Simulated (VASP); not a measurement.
## GaAs: relaxation of cell and atoms with PBEsol

GaAs:

```
CELL_PARAMETERS angstrom
0.00000 2.82685 2.82685
2.82685 0.00000 2.82685
2.82685 2.82685 0.00000
ATOMIC_POSITIONS crystal
Ga 0.00000 0.00000 0.00000
As 0.25000 0.25000 0.25000
```

* Program: VASP 6.6.1
* Task: relaxation of cell and atoms
* Functional: PBEsol
* Potentials or basis: VASP PAW PBE potentials, release 64 (Ga_d, As)
* Cutoff: 600 eV
* k mesh: 8 × 8 × 8
* Occupations: gaussian, width 0.01 eV
* Spin: no spin polarisation
* Dipole correction: no
* Further INCAR settings: ALGO = Normal; EDIFF = 1e-06; IBRION = 2; EDIFFG = -0.01; NSW = 80; ISIF = 3

| Property | Result |
| --- | --- |
| Relaxed volume | 22.69 Å³/atom |
| Relaxed cell | a = 4.004 Å, b = 4.004 Å, c = 4.004 Å, α = 60.00°, β = 60.00°, γ = 60.00° |
| Space group after relaxing (to 0.05 Å) | F-43m (No. 216) |
| Energy gained by relaxing | 0.1 meV/atom |
| Ionic steps | 3 |
| Pressure after relaxing | 0.0 GPa |
| Band gap on the k mesh | 0.42 eV, direct |

Step by step:
```tsv
step	energy change (eV)	largest force (eV/Å)	pressure (GPa)	volume (Å³)
1	0.0000	0.0000	0.31	45.18
2	-0.0002	0.0000	-0.17	45.47
3	-0.0002	0.0000	0.01	45.39
```

Final structure:
```
Ga As
1.0
     0.00000    2.83116    2.83116
     2.83116    0.00000    2.83116
     2.83116    2.83116    0.00000
Ga As
1 1
Direct
  0.00000 0.00000 0.00000
  0.25000 0.25000 0.25000
```

Levels at points of the mesh, in eV from the valence-band top:
```csv
k point,band 7,band 8,band 9,band 10,band 11,band 12
"(0.00, 0.00, 0.00)",0.00,0.00,0.00,0.42,3.69,3.69
"(0.50, 0.00, 0.00)",-6.66,-1.14,-1.14,0.92,4.58,4.58
"(0.50, 0.50, 0.00)",-6.83,-2.68,-2.68,1.36,1.57,10.09
```

Wall time 34 s on 1 thread of Intel(R) Xeon(R) Platinum 8488C (Sapphire Rapids) (shared host), peak memory 0.19 GiB.

Caveat: the PAW data sets were made with another functional, which shifts forces and pressure a little. Expect the measured gap to be larger: semilocal functionals such as PBEsol lack the derivative discontinuity.
